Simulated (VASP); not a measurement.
Runs of VASP 6.6.1 on AlC. The structure is that of space group Fm-3m (No. 225), or close to it. The cells are those of the table. 

```tsv
task	cell	k mesh	cutoff (eV)	gap on the mesh (eV)	pressure (GPa)	relaxed volume (Å³/atom)
single point	a = 3.422 Å, angles 60.0°, 2 atoms	6 × 6 × 6	520	none	(a)	-
relaxation of cell and atoms	relaxed from a = 3.021 Å, angles 60.0°, 2 atoms	22 × 22 × 22	600	none	0.0	9.72
single point	a = 3.021 Å, angles 60.0°, 2 atoms	6 × 6 × 6	520	none	(b)	-
single point	a = 3.019 Å, angles 60.0°, 2 atoms	22 × 22 × 22	520	none	-0.1	-
relaxation of cell and atoms	relaxed from a = 3.422 Å, angles 60.0°, 2 atoms	6 × 6 × 6	600	none	0.4	9.71
```

Alike in all rows: level PBE; potentials or basis VASP PAW PBE potentials, release 64 (Al, C); no spin polarisation; smearing gaussian 0.1 eV.

Estimate the missing entries.

(a) -32.5; (b) -0.2.

Caveats: some runs use coarse meshes; the volume moved by over 15 % at a fixed basis, so the end points are rough (some runs).

A gap of «none» marks levels without a gap at the run's occupations.
